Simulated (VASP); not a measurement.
# P in VASP: notebook

Runs on P. Level: r2SCAN. Tasks: single point.

Everything below comes from runs of VASP 6.6.1. Logs are shortened: lines on timing, memory, paths and dates and some standing lists are left out, and cuts for length are marked.

**1. The cell of the first run**

The cell holds a slab with vacuum, 4 atoms: a = 3.389 Å, b = 35.904 Å, c = 4.553 Å, α = 90.00°, β = 90.00°, γ = 90.00°.

**2. Single point, r2SCAN (biaxial strain in the a-b plane: +3.0 %)**

File POSCAR:

```
P
1.0
    3.3891995901      0.0000000000      0.0000000000
    0.0000000000     35.9043585632      0.0000000000
    0.0000000000      0.0000000000      4.5526777268
P
4
Direct
    0.0000000000      0.9705424851      0.5908796571
    0.0000000000      0.0294575149      0.4091203429
    0.5000000000      0.0294575149      0.0908796571
    0.5000000000      0.9705424851      0.9091203429
```

File INCAR.step1:

```
PREC = Accurate ; ENCUT = 520
ISMEAR = 0 ; SIGMA = 0.02
LREAL = F ; LASPH = T
NELM = 100 ; NBANDS = 18
GGA = PE ; ALGO = Normal
EDIFF = 1E-4 ; LWAVE = T
LCHARG = F
```

File INCAR.step2:

```
PREC = Accurate ; ENCUT = 520
EDIFF = 1E-6 ; ISMEAR = 0
SIGMA = 0.02 ; LREAL = F
LASPH = T ; NELM = 100
ALGO = Normal ; ISIF = 2
LWAVE = F ; LCHARG = F
METAGGA = R2SCAN ; LMIXTAU = T
NBANDS = 18 ; ISTART = 1
```

File KPOINTS:

```
Automatic mesh
0
Gamma
  8 1 6
```

Potentials or basis: VASP PAW PBE potentials, release 64 (P).

Run with:

```console
$ cat potpaw_PBE.64/P/POTCAR > POTCAR
$ cp INCAR.step1 INCAR
$ mpirun -np 1 vasp_std > vasp.out
$ cp INCAR.step2 INCAR
$ mpirun -np 1 vasp_std > vasp.out
```

OUTCAR:

```text
PREC = Accurate
   ENCUT = 520
   EDIFF = 1E-6
   ISMEAR = 0
   LREAL = F
   LASPH = T
   NELM = 100
   ISIF = 2
   METAGGA = R2SCAN
   ISTART = 1

 ion  position               nearest neighbor table
   1  0.000  0.971  0.591-   4 2.23   4 2.23   2 2.27
   2  0.000  0.029  0.409-   3 2.23   3 2.23   1 2.27
   3  0.500  0.029  0.091-   2 2.23   2 2.23   4 2.27
   4  0.500  0.971  0.909-   1 2.23   1 2.23   3 2.27

  LATTYP: Found a simple orthorhombic cell.
 ALAT       =     3.3891995901
 B/A-ratio  =     1.3432899438
 C/A-ratio  =    10.5937574960

  Lattice vectors:

 A1 = (  -3.3891995901,   0.0000000000,   0.0000000000)
 A2 = (   0.0000000000,   0.0000000000,   4.5526777268)
 A3 = (   0.0000000000,  35.9043585632,   0.0000000000)

Analysis of symmetry for initial positions (statically):
=====================================================================
 Subroutine PRICEL returns:
 Original cell was already a primitive cell.

 Routine SETGRP: Setting up the symmetry group for a
 simple orthorhombic supercell.

 Subroutine GETGRP returns: Found  8 space group operations
 (whereof  4 operations were pure point group operations)
 out of a pool of  8 trial point group operations.

The static configuration has the point symmetry C_2h.
 The point group associated with its full space group is D_2h.

Analysis of symmetry for dynamics (positions and initial velocities):
=====================================================================
 Subroutine PRICEL returns:
 Original cell was already a primitive cell.

 Routine SETGRP: Setting up the symmetry group for a
 simple orthorhombic supercell.

 Subroutine GETGRP returns: Found  8 space group operations
 (whereof  4 operations were pure point group operations)
 out of a pool of  8 trial point group operations.

The dynamic configuration has the point symmetry C_2h.
 The point group associated with its full space group is D_2h.

 Subroutine INISYM returns: Found  8 space group operations
 (whereof  4 operations are pure point group operations),
 and found     1 'primitive' translations

----------------------------------------------------------------------------------------

                                     Primitive cell

[... 86 lines left out ...]
   LASPH  =      T    aspherical Exc in radial PAW
   ENCUT  =  520.0 eV  38.22 Ry    6.18 a.u.   6.30 66.76  8.46*2*pi/ulx,y,z
   NELM   =    100;   NELMIN=  2; NELMDL=  0     # of ELM steps
   EDIFF  = 0.1E-05   stopping-criterion for ELM
   LREAL  =      F    real-space projection
   EDIFFG = 0.1E-04   stopping-criterion for IOM
   NSW    =      0    number of steps for IOM
   IBRION =     -1    ionic relax: 0-MD 1-quasi-New 2-CG
   NFREE  =      0    steps in history (QN), initial steepest desc. (CG)
   ISIF   =      2    stress and relaxation
   ISYM   =      2    0-nonsym 1-usesym 2-fastsym
   POTIM  = 0.5000    time-step for ionic-motion
   TEBEG  =    0.0;   TEEND  =   0.0 temperature during run
   PSTRESS=    0.0 pullay stress
   NELECT =      20.0000    total number of electrons
   NUPDOWN=      -1.0000    fix difference up-down
   EMIN   =  10.00;   EMAX   =-10.00  energy-range for DOS
   EFERMI =   0.00;   METHOD = LEGACY
   ISMEAR =     0;   SIGMA  =   0.02  broadening in eV -4-tet -1-fermi 0-gaus
   EFERMI_NEDOS =   21; number of points for ismear=-14 and -15
   IALGO  =     38    algorithm
   IMIX   =      4    mixing-type and parameters
     AMIX     =   0.40;   BMIX     =  1.00
     AMIX_MAG =   1.60;   BMIX_MAG =  1.00
  volume/ion in A,a.u.               =     138.50       934.65
  Fermi-wavevector in a.u.,A,eV,Ry     =   0.541063  1.022461  3.983093  0.292749
  Thomas-Fermi vector in A             =   1.568476
   LORBIT       =      0    0 simple, 1 ext, 2 COOP (PROOUT), +10 PAW based schemes
   METAGGA = R2SCAN    functional components
   LHFCALC =     F    Hartree Fock is set to
   AEXX    =    0.0000 exact exchange contribution
   IVDW    =     0    specifies the selected vdW correction
   LEPSILON=     F    determine dielectric tensor
   LRPA    =     F    only Hartree local field effects (RPA)
 non-spin polarized calculation
 Gauss-broadening in eV      SIGMA  =   0.02
  energy-cutoff  :      520.00
  volume of cell :      554.00
 maximum number of plane-waves:     14982
 NGX is ok and might be reduce to    28
   NGX = 13   NGY =133   NGZ = 17

 number of electron      20.0000001 magnetization

 Free energy of the ion-electron system (eV)
  ---------------------------------------------------
  ext. energy  EPLUGINS =         0.00000000
  ---------------------------------------------------
  free energy    TOTEN  =       -35.73238369 eV

  energy without entropy =      -35.73238369  energy(sigma->0) =      -35.73238369

 E-fermi :  -3.4879     XC(G=0):  -1.6765

 val. band max:       -3.6058075961   @ k =   0.0000   0.0000   0.0000
 cond. band min:      -2.5574774934   @ k =   0.0000   0.0000   0.0000
 fundamental gap:      1.0483301027
 Fermi energy:        -3.4879387235

 k-point     1 :       0.0000    0.0000    0.0000
  band No.  band energies     occupation
      1     -19.2756      2.00000
      2     -16.6960      2.00000
      3     -13.0959      2.00000
      4      -9.5223      2.00000
      5      -8.3827      2.00000
      6      -8.1682      2.00000
[... 397 lines left out ...]
      5      -8.8134      2.00000
      6      -8.8134      2.00000
[... 10 lines left out ...]
     17       3.1467      0.00000
     18       3.1467      0.00000

------------------------ aborting loop because EDIFF is reached ----------------------------------------

  FORCE on cell =-STRESS in cart. coord.  units (eV):
  Direction    XX          YY          ZZ          XY          YZ          ZX
  --------------------------------------------------------------------------------------
  -------------------------------------------------------------------------------------
  Total       -3.0783426     -1.2330658     -0.3357037      0.0000000      0.0000000      0.0000000
  in kB       -8.9025886     -3.5660350     -0.9708574      0.0000000      0.0000000      0.0000000
  external PRESSURE =      -4.4798270 kB  Pullay stress =       0.0000000 kB

 VOLUME and BASIS-vectors are now :
 -----------------------------------------------------------------------------
  energy-cutoff  :      520.00
  volume of cell :      554.00
      direct lattice vectors                 reciprocal lattice vectors
     3.389199590  0.000000000  0.000000000     0.295054916  0.000000000  0.000000000
     0.000000000 35.904358563  0.000000000     0.000000000  0.027851772  0.000000000
     0.000000000  0.000000000  4.552677727     0.000000000  0.000000000  0.219650953

 POSITION                                       TOTAL-FORCE (eV/Angst)
 -----------------------------------------------------------------------------------
      0.00000     34.84671      2.69008         0.000000      0.286820     -0.056630
      0.00000      1.05765      1.86259        -0.000000     -0.286820      0.056630
      1.69460      1.05765      0.41375        -0.000000     -0.286820     -0.056630
      1.69460     34.84671      4.13893         0.000000      0.286820      0.056630
 -----------------------------------------------------------------------------------
    total drift:                               -0.000000      0.000000     -0.000000

  FREE ENERGIE OF THE ION-ELECTRON SYSTEM (eV)
  ---------------------------------------------------
  free  energy   TOTEN  =       -35.7323836895 eV

  energy  without entropy=      -35.7323836895  energy(sigma->0) =      -35.73238369
```

OUTCAR.step1:

```text
PREC = Accurate
   ENCUT = 520
   ISMEAR = 0
   LREAL = F
[... 646 lines left out ...]
      0.00000     34.84671      2.69008         0.000000      0.126672     -0.291809
      0.00000      1.05765      1.86259        -0.000000     -0.126672      0.291809
      1.69460      1.05765      0.41375         0.000000     -0.126672     -0.291809
      1.69460     34.84671      4.13893         0.000000      0.126672      0.291809
 -----------------------------------------------------------------------------------
    total drift:                               -0.000000      0.000000     -0.000000

  FREE ENERGIE OF THE ION-ELECTRON SYSTEM (eV)
  ---------------------------------------------------
  free  energy   TOTEN  =       -21.4307627433 eV

  energy  without entropy=      -21.4307627433  energy(sigma->0) =      -21.43076274
```

Wall time 9.8 min (1 thread of Intel Xeon 6975P-C (Granite Rapids), shared host); peak memory 0.74 GiB.

What came out:

| Property | Result |
| --- | --- |
| Free energy | -35.7324 eV |
| Largest force | 0.292 eV/Å |
| Band gap on the k mesh | 1.05 eV |

Forces in eV/Å, atoms in the order of the input:
```
P    0.000  0.287 -0.057
P    0.000 -0.287  0.057
P    0.000 -0.287 -0.057
P    0.000  0.287  0.057
```

Caveat: the cell differs from its parent crystal (biaxial strain in the a-b plane: +3.0 %); there is no dipole correction, which matters where the two faces differ; the PAW data sets were made with another functional, which shifts forces and pressure a little.

**3. Single point, r2SCAN (biaxial strain in the a-b plane: +4.5 %, then relaxed in part)**

File POSCAR:

```
P
1.0
    3.4385568657      0.0000000000      0.0000000000
    0.0000000000     36.4272375714      0.0000000000
    0.0000000000      0.0000000000      4.4906438587
P
4
Direct
    0.0000000000      0.9712883905      0.5886981360
    0.0000000000      0.0287116095      0.4113018640
    0.5000000000      0.0287116095      0.0886981360
    0.5000000000      0.9712883905      0.9113018640
```

File INCAR.step1:

```
SYSTEM = P
  ALGO = Normal
  EDIFF = 1E-4
  ENCUT = 520
  GGA = PE
  ISMEAR = 0
  LASPH = .True.
  LCHARG = .False.
  LREAL = .False.
  LWAVE = .True.
  NBANDS = 18
  NELM = 80
  PREC = Accurate
  SIGMA = 0.02
```

File INCAR.step2:

```
SYSTEM = P
  ALGO = Normal
  EDIFF = 1E-6
  ENCUT = 520
  ISIF = 2
  ISMEAR = 0
  ISTART = 1
  LASPH = .True.
  LCHARG = .False.
  LMIXTAU = .True.
  LREAL = .False.
  LWAVE = .False.
  METAGGA = R2SCAN
  NBANDS = 18
  NELM = 80
  PREC = Accurate
  SIGMA = 0.02
```

File KPOINTS:

```
k-points
0
Gamma
  8 1 6
  0 0 0
```

Potentials or basis: VASP PAW PBE potentials, release 64 (P).

Run with:

```console
$ cat potpaw_PBE.64/P/POTCAR > POTCAR
$ cp INCAR.step1 INCAR
$ mpirun -np 1 vasp_std > vasp.out
$ cp INCAR.step2 INCAR
$ mpirun -np 1 vasp_std > vasp.out
```

It took 10 min on 1 thread of Intel Xeon 6975P-C (Granite Rapids), shared host; peak memory 0.75 GiB.

The run converged. Its results:

- Free energy: -35.6932 eV
- Largest force: 0.089 eV/Å
- Band gap on the k mesh: 1.22 eV

Forces on the atoms (eV/Å):
```
P    0.000  0.067  0.060
P    0.000 -0.067 -0.060
P    0.000 -0.067  0.060
P    0.000  0.067 -0.060
```

Levels at points of the mesh, in eV from the valence-band top:
```csv
k point,band 8,band 9,band 10,band 11,band 12,band 13
"(0.00, 0.00, 0.00)",-2.43,-1.56,0.00,1.22,1.25,2.22
"(0.50, 0.00, 0.00)",-2.86,-2.07,-2.07,1.66,1.66,2.48
"(0.00, 0.00, 0.50)",-3.00,-1.35,-1.35,1.78,1.78,3.37
"(0.50, 0.00, 0.50)",-4.87,-1.28,-1.28,2.67,2.67,4.43
```

Caveat: the cell differs from its parent crystal (biaxial strain in the a-b plane: +4.5 %, then relaxed in part); there is no dipole correction, which matters where the two faces differ; the PAW data sets were made with another functional, which shifts forces and pressure a little.

**4. Single point, r2SCAN**

This run uses another cell than the first one.

POSCAR is that of step 3.

File INCAR.step1:

```
ALGO = Normal ; EDIFF = 1E-4
ENCUT = 520 ; GGA = PE
ISMEAR = 0 ; LASPH = True
LCHARG = False ; LREAL = False
LWAVE = True ; NBANDS = 18
NELM = 100 ; PREC = Accurate
SIGMA = 0.02
```

File INCAR.step2:

```
ALGO = Normal ; EDIFF = 1E-6
ENCUT = 520 ; ISIF = 2
ISMEAR = 0 ; ISTART = 1
LASPH = True ; LCHARG = False
LMIXTAU = True ; LREAL = False
LWAVE = False ; METAGGA = R2SCAN
NBANDS = 18 ; NELM = 100
PREC = Accurate ; SIGMA = 0.02
```

File KPOINTS:

```
k-points
0
Gamma
  8 1 6
```

Potentials or basis: VASP PAW PBE potentials, release 64 (P).

Run with:

```console
$ cat potpaw_PBE.64/P/POTCAR > POTCAR
$ cp INCAR.step1 INCAR
$ mpirun -np 1 vasp_std > vasp.out
$ cp INCAR.step2 INCAR
$ mpirun -np 1 vasp_std > vasp.out
```

OUTCAR:

```text
EDIFF = 1E-6
   ENCUT = 520
   ISIF = 2
   ISMEAR = 0
   ISTART = 1
   LASPH = True
   LREAL = False
   METAGGA = R2SCAN
   NELM = 100
   PREC = Accurate

 ion  position               nearest neighbor table
   1  0.000  0.971  0.589-   2 2.24   4 2.25   4 2.25
   2  0.000  0.029  0.411-   1 2.24   3 2.25   3 2.25
   3  0.500  0.029  0.089-   4 2.24   2 2.25   2 2.25
   4  0.500  0.971  0.911-   3 2.24   1 2.25   1 2.25

  LATTYP: Found a simple orthorhombic cell.
 ALAT       =     3.4385568657
 B/A-ratio  =     1.3059676004
 C/A-ratio  =    10.5937574960

  Lattice vectors:

 A1 = (  -3.4385568657,   0.0000000000,   0.0000000000)
 A2 = (   0.0000000000,   0.0000000000,   4.4906438587)
 A3 = (   0.0000000000,  36.4272375714,   0.0000000000)

Analysis of symmetry for initial positions (statically):
=====================================================================
 Subroutine PRICEL returns:
 Original cell was already a primitive cell.
[... 168 lines left out ...]
  free energy    TOTEN  =       -35.69324832 eV

  energy without entropy =      -35.69324832  energy(sigma->0) =      -35.69324832

 E-fermi :  -3.5255     XC(G=0):  -1.6498

 val. band max:       -3.6399251457   @ k =   0.0000   0.0000   0.0000
 cond. band min:      -2.4152860489   @ k =   0.0000   0.0000   0.0000
 fundamental gap:      1.2246390968
 Fermi energy:        -3.5254503318

 k-point     1 :       0.0000    0.0000    0.0000
  band No.  band energies     occupation
      1     -19.3183      2.00000
      2     -16.5319      2.00000
      3     -13.2358      2.00000
      4      -9.5080      2.00000
      5      -8.2893      2.00000
      6      -8.2229      2.00000
[... 397 lines left out ...]
      5      -8.8109      2.00000
      6      -8.8109      2.00000
[... 10 lines left out ...]
     17       3.1040      0.00000
     18       3.1040      0.00000

------------------------ aborting loop because EDIFF is reached ----------------------------------------

  FORCE on cell =-STRESS in cart. coord.  units (eV):
  Direction    XX          YY          ZZ          XY          YZ          ZX
  --------------------------------------------------------------------------------------
  -------------------------------------------------------------------------------------
  Total       -4.0962025     -0.2962458     -0.3116334      0.0000000      0.0000000      0.0000000
  in kB      -11.6675841     -0.8438236     -0.8876537      0.0000000      0.0000000      0.0000000
  external PRESSURE =      -4.4663538 kB  Pullay stress =       0.0000000 kB

 VOLUME and BASIS-vectors are now :
 -----------------------------------------------------------------------------
  energy-cutoff  :      520.00
  volume of cell :      562.49
      direct lattice vectors                 reciprocal lattice vectors
     3.438556866  0.000000000  0.000000000     0.290819678  0.000000000  0.000000000
     0.000000000 36.427237571  0.000000000     0.000000000  0.027451986  0.000000000
     0.000000000  0.000000000  4.490643859     0.000000000  0.000000000  0.222685217

 POSITION                                       TOTAL-FORCE (eV/Angst)
 -----------------------------------------------------------------------------------
      0.00000     35.38135      2.64363        -0.000000      0.066512      0.059674
      0.00000      1.04588      1.84701        -0.000000     -0.066512     -0.059674
      1.71928      1.04588      0.39831         0.000000     -0.066512      0.059674
      1.71928     35.38135      4.09233        -0.000000      0.066512     -0.059674
 -----------------------------------------------------------------------------------
    total drift:                               -0.000000     -0.000000      0.000000

  FREE ENERGIE OF THE ION-ELECTRON SYSTEM (eV)
  ---------------------------------------------------
  free  energy   TOTEN  =       -35.6932483175 eV

  energy  without entropy=      -35.6932483175  energy(sigma->0) =      -35.69324832
```

Run time: 11 min. Hardware: 1 thread of Intel Xeon 6975P-C (Granite Rapids), shared host; peak memory 0.75 GiB.

What came out:

* Free energy: -35.6932 eV
* Largest force: 0.089 eV/Å
* Band gap on the k mesh: 1.22 eV

Forces on the atoms (eV/Å):
```
P    0.000  0.067  0.060
P    0.000 -0.067 -0.060
P    0.000 -0.067  0.060
P    0.000  0.067 -0.060
```

Caveat: there is no dipole correction, which matters where the two faces differ; the PAW data sets were made with another functional, which shifts forces and pressure a little.
